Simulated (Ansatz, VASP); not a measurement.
Nb in VASP and in Ansatz

File POSCAR:

```
Nb
1.0
   -1.6588161900      1.6588161900      1.6588161900
    1.6588161900     -1.6588161900      1.6588161900
    1.6588161900      1.6588161900     -1.6588161900
Nb
1
Direct
    0.0000000000      0.0000000000      0.0000000000
```

INCAR.step1

```
SYSTEM = Nb
  ALGO = Normal
  EDIFF = 1E-4
  ENCUT = 600
  GGA = PE
  ISMEAR = 0
  LASPH = .True.
  LCHARG = .False.
  LREAL = .False.
  LWAVE = .True.
  NELM = 80
  PREC = Accurate
  SIGMA = 0.1
```

File INCAR.step2:

```
SYSTEM = Nb
  ALGO = Normal
  EDIFF = 1E-7
  EDIFFG = -0.005
  ENCUT = 600
  IBRION = 2
  ISIF = 3
  ISMEAR = 0
  ISTART = 1
  LASPH = .True.
  LCHARG = .False.
  LMIXTAU = .True.
  LREAL = .False.
  LWAVE = .False.
  METAGGA = R2SCAN
  NELM = 80
  NSW = 100
  PREC = Accurate
  SIGMA = 0.1
```

The input KPOINTS:

```
k-points
0
Gamma
  18 18 18
  0 0 0
```

Input for Ansatz:

```yaml
crystal:
  lattice:
    - [-1.65881619, 1.65881619, 1.65881619]
    - [1.65881619, -1.65881619, 1.65881619]
    - [1.65881619, 1.65881619, -1.65881619]
  atoms:
    - { symbol: Nb, position: [0.0, 0.0, 0.0] }
basis:
  ecutwfc: 500
kpoints:
  mp_grid: { grid: [18, 18, 18] }
hamiltonian:
  xc: r2scan
scf:
  occupations: { method: gaussian, width: 0.1 }
output:
  forces: true
  stress: true
  eigenvalues: true
  write_density: true
  write_potential: true
  elf: true
  volumetric_format: npy
relax:
  adjacent_minimum: "off"
  f_tol: 0.005
  max_steps: 80
  cell: { stress_tol: 0.05 }
```

Alike in both runs: task relaxation of cell and atoms; functional r2SCAN; k mesh 18 × 18 × 18; occupations gaussian, width 0.1 eV; no spin polarisation.

|  | VASP | Ansatz |
| --- | --- | --- |
| version | VASP 6.6.1 | Ansatz 0.2.0 |
| potentials or method | VASP PAW PBE potentials, release 64 (Nb_sv), cutoff 600 eV | scalar-relativistic, plane waves, PAW |
| valence electrons in the cell | 13 | 13 |

```tsv
	VASP	Ansatz	Ansatz less VASP
gap on the k mesh at the Fermi level, each at its own relaxed structure (eV)	none	none	-
relaxed volume (Å³/atom)	18.03	18.04	+0.014
relaxed cell length with the largest relative difference (Å)	2.861	2.862	+0.0007
```

VASP's potentials were made for PBE, not for r2SCAN. A gap of «none» marks a metal or a gap that the smearing closes.
